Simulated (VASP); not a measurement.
# BP (F-43m) in VASP: a series of runs

BP is run at these levels: PBEsol, BLYP; tasks: single point.

Everything below comes from runs of VASP 6.6.1. Logs are shortened: lines on timing, memory, paths and dates and some standing lists are left out, and cuts for length are marked.

### 1 The cell of the first run

Symmetry: F-43m, No. 216, cubic system. Conventional cell: a = 4.520 Å, b = 4.520 Å, c = 4.520 Å, α = 90.00°, β = 90.00°, γ = 90.00°. B (site symmetry -43m) has 4 P at 1.96 Å within 2.6 Å. Within 2.6 Å of P (site symmetry -43m) lie 4 B at 1.96 Å.

### 2 Single point, PBEsol

INCAR

```
ALGO = Normal
EDIFF = 1E-7
ENCUT = 520
GGA = PS
ISIF = 2
ISMEAR = 0
LASPH = True
LCHARG = False
LREAL = False
LWAVE = False
NBANDS = 11
NELM = 60
PREC = Accurate
SIGMA = 0.05
```

KPOINTS

```
k-points
0
Gamma
  8 8 8
```

POSCAR

```
BP
1.0
    0.0000000000      2.2601507541      2.2601507541
    2.2601507541      0.0000000000      2.2601507541
    2.2601507541      2.2601507541      0.0000000000
B P
1 1
Direct
    0.0000000000      0.0000000000      0.0000000000
    0.7500000000      0.7500000000      0.7500000000
```

Potentials or basis: VASP PAW PBE potentials, release 64 (B, P).

The run is started by

```sh
$ cat potpaw_PBE.64/B/POTCAR potpaw_PBE.64/P/POTCAR > POTCAR
$ mpirun -np 1 vasp_std > vasp.out
```

OUTCAR:

```text
EDIFF = 1E-7
   ENCUT = 520
   GGA = PS
   ISIF = 2
   ISMEAR = 0
   LASPH = True
   LREAL = False
   NELM = 60
   PREC = Accurate

 ion  position               nearest neighbor table
   1  0.000  0.000  0.000-   2 1.96   2 1.96   2 1.96   2 1.96
   2  0.750  0.750  0.750-   1 1.96   1 1.96   1 1.96   1 1.96

  LATTYP: Found a face centered cubic cell.
 ALAT       =     4.5203015082

  Lattice vectors:

 A1 = (   0.0000000000,   2.2601507541,   2.2601507541)
 A2 = (   2.2601507541,   0.0000000000,   2.2601507541)
 A3 = (   2.2601507541,   2.2601507541,   0.0000000000)

Analysis of symmetry for initial positions (statically):
=====================================================================
 Subroutine PRICEL returns:
 Original cell was already a primitive cell.

 Routine SETGRP: Setting up the symmetry group for a
 face centered cubic supercell.

 Subroutine GETGRP returns: Found 24 space group operations
 (whereof 24 operations were pure point group operations)
 out of a pool of 48 trial point group operations.

The static configuration has the point symmetry T_d .

Analysis of symmetry for dynamics (positions and initial velocities):
=====================================================================
 Subroutine PRICEL returns:
 Original cell was already a primitive cell.

 Routine SETGRP: Setting up the symmetry group for a
 face centered cubic supercell.

 Subroutine GETGRP returns: Found 24 space group operations
 (whereof 24 operations were pure point group operations)
 out of a pool of 48 trial point group operations.

The dynamic configuration has the point symmetry T_d .

 Subroutine INISYM returns: Found 24 space group operations
 (whereof 24 operations are pure point group operations),
 and found     1 'primitive' translations

----------------------------------------------------------------------------------------

                                     Primitive cell

  volume of cell :      23.0910

  direct lattice vectors                    reciprocal lattice vectors
     0.000000000  2.260150754  2.260150754    -0.221224181  0.221224181  0.221224181
     2.260150754  0.000000000  2.260150754     0.221224181 -0.221224181  0.221224181
     2.260150754  2.260150754  0.000000000     0.221224181  0.221224181 -0.221224181

  length of vectors
     3.196335849  3.196335849  3.196335849     0.383171522  0.383171522  0.383171522

  position of ions in fractional coordinates (direct lattice)
     0.000000000  0.000000000  0.000000000
     0.750000000  0.750000000  0.750000000

  ion indices of the primitive-cell ions
   primitive index   ion index
                 1           1
                 2           2

----------------------------------------------------------------------------------------

 KPOINTS: k-points

Automatic generation of k-mesh.
 Grid dimensions read from file:
 generate k-points for:    8    8    8

 Generating k-lattice:

  Cartesian coordinates                     Fractional coordinates (reciprocal lattice)
    -0.027653023  0.027653023  0.027653023     0.125000000  0.000000000  0.000000000
     0.027653023 -0.027653023  0.027653023     0.000000000  0.125000000  0.000000000
     0.027653023  0.027653023 -0.027653023     0.000000000  0.000000000  0.125000000

  Length of vectors
     0.047896440  0.047896440  0.047896440

  Shift w.r.t. Gamma in fractional coordinates (k-lattice)
     0.000000000  0.000000000  0.000000000

 Subroutine IBZKPT returns following result:
 ===========================================

 Found     29 irreducible k-points:

 Following reciprocal coordinates:
            Coordinates               Weight
  0.000000  0.000000  0.000000      1.000000
  0.125000  0.000000  0.000000      8.000000
  0.250000  0.000000  0.000000      8.000000
  0.375000  0.000000  0.000000      8.000000
  0.500000  0.000000  0.000000      4.000000
  0.125000  0.125000  0.000000      6.000000
[... 16 lines left out ...]
  0.500000  0.250000  0.125000     48.000000
 -0.375000  0.250000  0.125000     24.000000
 [... further k-points ...]
   k-points           NKPTS =     29   k-points in BZ     NKDIM =     29   number of bands    NBANDS=     11
   number of dos      NEDOS =    301   number of ions     NIONS =      2
   total plane-waves  NPLWV =  13824
   dimension x,y,z NGX =    24 NGY =   24 NGZ =   24
   dimension x,y,z NGXF=    48 NGYF=   48 NGZF=   48
   ions per type =               1   1
   NGX,Y,Z   is equivalent  to a cutoff of  12.48, 12.48, 12.48 a.u.
   NGXF,Y,Z  is equivalent  to a cutoff of  24.97, 24.97, 24.97 a.u.
 SYSTEM =  unknown system
   PREC   = accura    normal or accurate (medium, high low for compatibility)
   ISTART =      0    job   : 0-new  1-cont  2-samecut
   ICHARG =      2    charge: 1-file 2-atom 10-const
   ISPIN  =      1    spin polarized calculation?
   LNONCOLLINEAR =      F non collinear calculations
   LSORBIT =      F    spin-orbit coupling
   LASPH  =      T    aspherical Exc in radial PAW
   ENCUT  =  520.0 eV  38.22 Ry    6.18 a.u.   5.94  5.94  5.94*2*pi/ulx,y,z
   NELM   =     60;   NELMIN=  2; NELMDL= -5     # of ELM steps
   EDIFF  = 0.1E-06   stopping-criterion for ELM
   LREAL  =      F    real-space projection
   EDIFFG = 0.1E-05   stopping-criterion for IOM
   NSW    =      0    number of steps for IOM
   IBRION =     -1    ionic relax: 0-MD 1-quasi-New 2-CG
   NFREE  =      0    steps in history (QN), initial steepest desc. (CG)
   ISIF   =      2    stress and relaxation
   ISYM   =      2    0-nonsym 1-usesym 2-fastsym
   POTIM  = 0.5000    time-step for ionic-motion
   TEBEG  =    0.0;   TEEND  =   0.0 temperature during run
   PSTRESS=    0.0 pullay stress
   NELECT =       8.0000    total number of electrons
   NUPDOWN=      -1.0000    fix difference up-down
   EMIN   =  10.00;   EMAX   =-10.00  energy-range for DOS
   EFERMI =   0.00;   METHOD = LEGACY
   ISMEAR =     0;   SIGMA  =   0.05  broadening in eV -4-tet -1-fermi 0-gaus
   EFERMI_NEDOS =   21; number of points for ismear=-14 and -15
   IALGO  =     38    algorithm
   IMIX   =      4    mixing-type and parameters
     AMIX     =   0.40;   BMIX     =  1.00
     AMIX_MAG =   1.60;   BMIX_MAG =  1.00
  volume/ion in A,a.u.               =      11.55        77.91
  Fermi-wavevector in a.u.,A,eV,Ry     =   1.149805  2.172816 17.987594  1.322051
  Thomas-Fermi vector in A             =   2.286472
   LORBIT       =      0    0 simple, 1 ext, 2 COOP (PROOUT), +10 PAW based schemes
   GGA     = PS    functional components
   LHFCALC =     F    Hartree Fock is set to
   AEXX    =    0.0000 exact exchange contribution
   IVDW    =     0    specifies the selected vdW correction
   LEPSILON=     F    determine dielectric tensor
   LRPA    =     F    only Hartree local field effects (RPA)
 non-spin polarized calculation
 Gauss-broadening in eV      SIGMA  =   0.05
  energy-cutoff  :      520.00
  volume of cell :       23.09
 maximum number of plane-waves:       636
   NGX = 11   NGY = 11   NGZ = 11

 number of electron       8.0000001 magnetization

 Free energy of the ion-electron system (eV)
  ---------------------------------------------------
  ext. energy  EPLUGINS =         0.00000000
  ---------------------------------------------------
  free energy    TOTEN  =       -13.67158412 eV

  energy without entropy =      -13.67158412  energy(sigma->0) =      -13.67158412

 E-fermi :   7.7637     XC(G=0): -11.0949

 val. band max:        7.5455500517   @ k =   0.0000   0.0000   0.0000
 cond. band min:       8.6947270850   @ k =   0.3750   0.3750   0.0000
 fundamental gap:      1.1491770334
 Fermi energy:         7.7637176917

 k-point     1 :       0.0000    0.0000    0.0000
  band No.  band energies     occupation
      1      -8.0580      2.00000
      2       7.5455      2.00000
      3       7.5455      2.00000
      4       7.5456      2.00000
      5      10.9194      0.00000
      6      10.9194      0.00000
      7      10.9194      0.00000
      8      15.0663      0.00000
      9      18.8683      0.00000
     10      19.7010      0.00000
     11      19.7010      0.00000

 k-point     2 :       0.1250    0.0000    0.0000
  band No.  band energies     occupation
      1      -7.7732      2.00000
      2       5.6623      2.00000
      3       7.1080      2.00000
      4       7.1080      2.00000
      5      11.4686      0.00000
      6      11.5224      0.00000
      7      11.5224      0.00000
      8      15.8276      0.00000
      9      18.7406      0.00000
     10      18.7406      0.00000
     11      19.7257      0.00000

 k-point     3 :       0.2500    0.0000    0.0000
  band No.  band energies     occupation
      1      -6.9371      2.00000
      2       2.6312      2.00000
      3       6.4096      2.00000
      4       6.4096      2.00000
      5      11.5536      0.00000
      6      12.2901      0.00000
      7      12.2901      0.00000
      8      17.1716      0.00000
      9      18.4715      0.00000
     10      18.4715      0.00000
     11      20.4617      0.00000

 k-point     4 :       0.3750    0.0000    0.0000
  band No.  band energies     occupation
      1      -5.6518      2.00000
      2      -0.1352      2.00000
      3       5.9285      2.00000
      4       5.9285      2.00000
      5      11.4130      0.00000
      6      12.3204      0.00000
      7      12.3204      0.00000
      8      17.5885      0.00000
      9      20.1702      0.00000
     10      20.1702      0.00000
     11      21.3111      0.00000
[... 239 lines left out ...]
 k-point    22 :       0.3750    0.2500    0.1250
  band No.  band energies     occupation
      1      -6.2034      2.00000
      2       2.5759      2.00000
      3       3.6671      2.00000
      4       5.5347      2.00000
      5      10.9474      0.00000
      6      13.4908      0.00000
      7      13.7354      0.00000
      8      15.0937      0.00000
      9      19.1650      0.00000
     10      21.4358      0.00000
     11      23.1716      0.00000

 k-point    23 :       0.5000    0.2500    0.1250
  band No.  band energies     occupation
      1      -4.9491      2.00000
      2       0.3625      2.00000
      3       3.0222      2.00000
      4       4.7419      2.00000
      5      11.5754      0.00000
      6      12.9840      0.00000
      7      14.8526      0.00000
      8      15.9014      0.00000
      9      19.9719      0.00000
     10      20.9568      0.00000
     11      24.5822      0.00000

 k-point    24 :      -0.3750    0.2500    0.1250
  band No.  band energies     occupation
      1      -3.9952      2.00000
      2      -1.0264      2.00000
      3       2.9498      2.00000
      4       4.3614      2.00000
      5      11.6450      0.00000
      6      12.7193      0.00000
      7      15.8954      0.00000
      8      17.3403      0.00000
      9      17.9567      0.00000
     10      21.9965      0.00000
     11      24.3033      0.00000

 [... further k-points ...]
[... 5 lines left out ...]
  --------------------------------------------------------------------------------------
  -------------------------------------------------------------------------------------
  Total        0.0149664      0.0149664      0.0149664     -0.0000000      0.0000000     -0.0000000
  in kB        1.0384490      1.0384490      1.0384490     -0.0000000      0.0000000     -0.0000000
  external PRESSURE =       1.0384490 kB  Pullay stress =       0.0000000 kB

 VOLUME and BASIS-vectors are now :
 -----------------------------------------------------------------------------
  energy-cutoff  :      520.00
  volume of cell :       23.09
      direct lattice vectors                 reciprocal lattice vectors
     0.000000000  2.260150754  2.260150754    -0.221224181  0.221224181  0.221224181
     2.260150754  0.000000000  2.260150754     0.221224181 -0.221224181  0.221224181
     2.260150754  2.260150754  0.000000000     0.221224181  0.221224181 -0.221224181

 POSITION                                       TOTAL-FORCE (eV/Angst)
 -----------------------------------------------------------------------------------
      0.00000      0.00000      0.00000        -0.000000     -0.000000     -0.000000
      3.39023      3.39023      3.39023         0.000000      0.000000      0.000000
 -----------------------------------------------------------------------------------
    total drift:                               -0.000000     -0.000000     -0.000000

  FREE ENERGIE OF THE ION-ELECTRON SYSTEM (eV)
  ---------------------------------------------------
  free  energy   TOTEN  =       -13.6715841197 eV

  energy  without entropy=      -13.6715841197  energy(sigma->0) =      -13.67158412
```

It took 2.8 s on 1 thread of Intel Xeon 6975P-C (Granite Rapids), shared host; peak memory 0.13 GiB.

Results:

```
Free energy            : -13.6716 eV
Pressure               : 0.1 GPa
Band gap on the k mesh : 1.15 eV, indirect (least direct gap 3.37 eV)
```

Levels at points of the mesh, in eV from the valence-band top:
| k point | band 1 | band 2 | band 3 | band 4 | band 5 | band 6 | band 7 | band 8 | band 9 |
| --- | --- | --- | --- | --- | --- | --- | --- | --- | --- |
| (0.00, 0.00, 0.00) | -15.60 | 0.00 | 0.00 | 0.00 | 3.37 | 3.37 | 3.37 | 7.52 | 11.32 |
| (0.50, 0.00, 0.00) | -12.21 | -9.18 | -1.78 | -1.78 | 3.80 | 4.66 | 4.66 | 9.97 | 14.67 |
| (0.50, 0.50, 0.00) | -10.67 | -8.66 | -4.19 | -4.19 | 1.20 | 1.51 | 12.21 | 12.21 | 15.27 |

Caveat: the PAW data sets were made with another functional, which shifts forces and pressure a little. A k mesh can miss the band edges.

### 3 Single point, PBEsol (volume scaled by 0.98)

INCAR

```
  PREC = Accurate
  ENCUT = 520
  EDIFF = 1E-6
  ISMEAR = 0
  SIGMA = 0.05
  LREAL = F
  LASPH = T
  NELM = 60
  ALGO = Normal
  ISIF = 2
  LWAVE = F
  LCHARG = F
  GGA = PS
  NBANDS = 11
```

KPOINTS

```
Automatic mesh
0
Gamma
  8 8 8
```

POSCAR

```
BP
1.0
    0.0000000000      2.2449815000      2.2449815000
    2.2449815000      0.0000000000      2.2449815000
    2.2449815000      2.2449815000      0.0000000000
B P
1 1
Direct
    0.0000000000      0.0000000000      0.0000000000
    0.7500000000      0.7500000000      0.7500000000
```

Potentials or basis: VASP PAW PBE potentials, release 64 (B, P).

The run is started by

```sh
$ cat potpaw_PBE.64/B/POTCAR potpaw_PBE.64/P/POTCAR > POTCAR
$ mpirun -np 1 vasp_std > vasp.out
```

It took 2.7 s on 1 thread of Intel Xeon 6975P-C (Granite Rapids), shared host; peak memory 0.13 GiB.

The run converged. Its results:

* Free energy: -13.6660 eV
* Pressure: 3.7 GPa
* Band gap on the k mesh: 1.13 eV, indirect (least direct gap 3.41 eV)

Levels at points of the mesh, in eV from the valence-band top:
| k point | band 2 | band 3 | band 4 | band 5 | band 6 | band 7 |
| --- | --- | --- | --- | --- | --- | --- |
| (0.00, 0.00, 0.00) | 0.00 | 0.00 | 0.00 | 3.41 | 3.41 | 3.41 |
| (0.50, 0.00, 0.00) | -9.33 | -1.81 | -1.81 | 3.93 | 4.67 | 4.67 |
| (0.50, 0.50, 0.00) | -8.77 | -4.26 | -4.26 | 1.16 | 1.49 | 12.40 |

Caveat: the PAW data sets were made with another functional, which shifts forces and pressure a little. A k mesh can miss the band edges.

### 4 Single point, PBEsol (volume scaled by 1.02)

INCAR

```
SYSTEM = BP
PREC = Accurate
ENCUT = 520
EDIFF = 1E-6
ISMEAR = 0
SIGMA = 0.05
LREAL = .False.
LASPH = .True.
NELM = 100
ALGO = Normal
ISIF = 2
LWAVE = .False.
LCHARG = .False.
GGA = PS
NBANDS = 11
```

KPOINTS

```
Automatic mesh
0
Gamma
  8 8 8
  0 0 0
```

POSCAR

```
BP
1.0
    0.0000000000      2.2751190761      2.2751190761
    2.2751190761      0.0000000000      2.2751190761
    2.2751190761      2.2751190761      0.0000000000
B P
1 1
Direct
    0.0000000000      0.0000000000      0.0000000000
    0.7500000000      0.7500000000      0.7500000000
```

The run is started by

```sh
$ cat potpaw_PBE.64/B/POTCAR potpaw_PBE.64/P/POTCAR > POTCAR
$ mpirun -np 1 vasp_std > vasp.out
```

Run time: 2.9 s. Hardware: 1 thread of Intel Xeon 6975P-C (Granite Rapids), shared host; peak memory 0.13 GiB.

The run converged. Its results:

| Property | Result |
| --- | --- |
| Free energy | -13.6674 eV |
| Pressure | -3.1 GPa |
| Band gap on the k mesh | 1.17 eV, indirect (least direct gap 3.34 eV) |

Levels at points of the mesh, in eV from the valence-band top:
| k point | band 1 | band 2 | band 3 | band 4 | band 5 | band 6 | band 7 | band 8 | band 9 |
| --- | --- | --- | --- | --- | --- | --- | --- | --- | --- |
| (0.00, 0.00, 0.00) | -15.43 | 0.00 | 0.00 | 0.00 | 3.34 | 3.34 | 3.34 | 7.22 | 11.19 |
| (0.50, 0.00, 0.00) | -12.11 | -9.04 | -1.76 | -1.76 | 3.68 | 4.64 | 4.64 | 9.90 | 14.54 |
| (0.50, 0.50, 0.00) | -10.59 | -8.56 | -4.12 | -4.12 | 1.24 | 1.52 | 12.02 | 12.02 | 15.03 |

Caveat: the PAW data sets were made with another functional, which shifts forces and pressure a little. A k mesh can miss the band edges.

### 5 Single point, PBEsol (volume scaled by 1.04)

INCAR

```
SYSTEM = BP
PREC = Accurate ; ENCUT = 520
EDIFF = 1E-7 ; ISMEAR = 0
SIGMA = 0.05 ; LREAL = .FALSE.
LASPH = .TRUE. ; NELM = 80
ALGO = Normal ; ISIF = 2
LWAVE = .FALSE. ; LCHARG = .FALSE.
GGA = PS ; NBANDS = 11
```

KPOINTS

```
Automatic mesh
0
G
  8 8 8
  0 0 0
```

POSCAR

```
BP
1.0
    0.0000000000      2.2898929906      2.2898929906
    2.2898929906      0.0000000000      2.2898929906
    2.2898929906      2.2898929906      0.0000000000
B P
1 1
Direct
    0.0000000000      0.0000000000      0.0000000000
    0.7500000000      0.7500000000      0.7500000000
```

The run is started by

```sh
$ cat potpaw_PBE.64/B/POTCAR potpaw_PBE.64/P/POTCAR > POTCAR
$ mpirun -np 1 vasp_std > vasp.out
```

Run time: 3 s. Hardware: 1 thread of Intel Xeon 6975P-C (Granite Rapids), shared host; peak memory 0.13 GiB.

Results (log left out):

```yaml
Free_energy: -13.6543 eV
Pressure: -6.1 GPa
Band_gap_on_the_k_mesh: 1.19 eV, indirect (least direct gap 3.32 eV)
```

Levels at points of the mesh, in eV from the valence-band top:
```
           k point  band 1  band 2  band 3  band 4  band 5  band 6  band 7  band 8  band 9
(0.00, 0.00, 0.00)  -15.25    0.00    0.00    0.00    3.32    3.32    3.32    6.93   11.06
(0.50, 0.00, 0.00)  -12.01   -8.90   -1.73   -1.73    3.57    4.63    4.63    9.84   14.37
(0.50, 0.50, 0.00)  -10.52   -8.46   -4.05   -4.05    1.28    1.54   11.84   11.84   14.80
```

Caveat: the PAW data sets were made with another functional, which shifts forces and pressure a little. A k mesh can miss the band edges.

(Continued in part 2 of 2.)
